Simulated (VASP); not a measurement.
# ZrO2: relaxation of cell and atoms with PBEsol

ZrO2:

```
Zr O
1.0
     3.59615    0.00000    0.00000
     0.00000    3.59615    0.00000
     0.00000    0.00000    5.19406
Zr O
2 4
Direct
  0.00000 0.00000 0.00000
  0.50000 0.50000 0.50000
  0.00000 0.50000 0.29854
  0.00000 0.50000 0.79854
  0.50000 0.00000 0.70146
  0.50000 0.00000 0.20146
```

```
Program                : VASP 6.6.1
Task                   : relaxation of cell and atoms
Functional             : PBEsol
Potentials or basis    : VASP PAW PBE potentials, release 64 (Zr_sv, O)
Cutoff                 : 600 eV
k mesh                 : 6 × 6 × 6
Occupations            : gaussian, width 0.02 eV
Spin                   : no spin polarisation
Target pressure        : -1 GPa
Dipole correction      : no
Further INCAR settings : ALGO = Normal; EDIFF = 1e-07; IBRION = 2; EDIFFG = -0.008; NSW = 70; ISIF = 3
```

The relaxed volume is 11.15 Å³/atom and the relaxed cell is a = 3.591 Å, b = 3.591 Å, c = 5.187 Å, α = 90.00°, β = 90.00°, γ = 90.00°. The space group after relaxing (to 0.1 Å) is P4_2/nmc (No. 137). The energy change on relaxing (the run minimises the enthalpy) is -0.5 meV/atom, the ionic steps are 3 and the pressure after relaxing is -1.0 GPa. The band gap on the k mesh is 4.00 eV (least direct gap 4.09 eV).

The path:
```
step  energy change (eV)  largest force (eV/Å)  pressure (GPa)  volume (Å³)
   1              0.0000                0.0238           -2.07        67.17
   2             -0.0033                0.0348            0.64        66.44
   3             -0.0028                0.0006           -1.00        66.88
```

Final structure:
```
CELL_PARAMETERS angstrom
3.59070 0.00000 0.00000
0.00000 3.59070 0.00000
0.00000 0.00000 5.18714
ATOMIC_POSITIONS crystal
Zr 0.00000 0.00000 0.00000
Zr 0.50000 0.50000 0.50000
O 0.00000 0.50000 0.29863
O 0.00000 0.50000 0.79863
O 0.50000 0.00000 0.70137
O 0.50000 0.00000 0.20137
```

Levels at points of the mesh, in eV from the valence-band top:
```
           k point  band 21  band 22  band 23  band 24  band 25  band 26  band 27  band 28
(0.00, 0.00, 0.00)    -0.61    -0.11    -0.10    -0.10     4.00     4.50     5.18     5.28
(0.50, 0.00, 0.00)    -1.44    -1.44    -0.10    -0.10     4.42     4.42     5.39     5.39
(0.50, 0.50, 0.00)    -0.85    -0.85    -0.32    -0.32     5.15     5.15     5.34     5.34
(0.00, 0.00, 0.50)    -0.48    -0.48    -0.01    -0.01     4.57     4.57     5.17     5.17
(0.50, 0.00, 0.50)    -1.28    -1.28    -0.88    -0.88     4.54     4.54     4.82     4.82
(0.50, 0.50, 0.50)    -1.39    -1.39    -0.03    -0.03     5.18     5.18     5.60     5.60
```

Wall time 4.1 min on 1 thread of Intel(R) Xeon(R) 6975P-C (Granite Rapids) (shared host), peak memory 0.23 GiB.

Caveat: the cell is relaxed towards a set pressure, so the run minimises the enthalpy, not the energy; the PAW data sets were made with another functional, which shifts forces and pressure a little. A k mesh can miss the band edges.
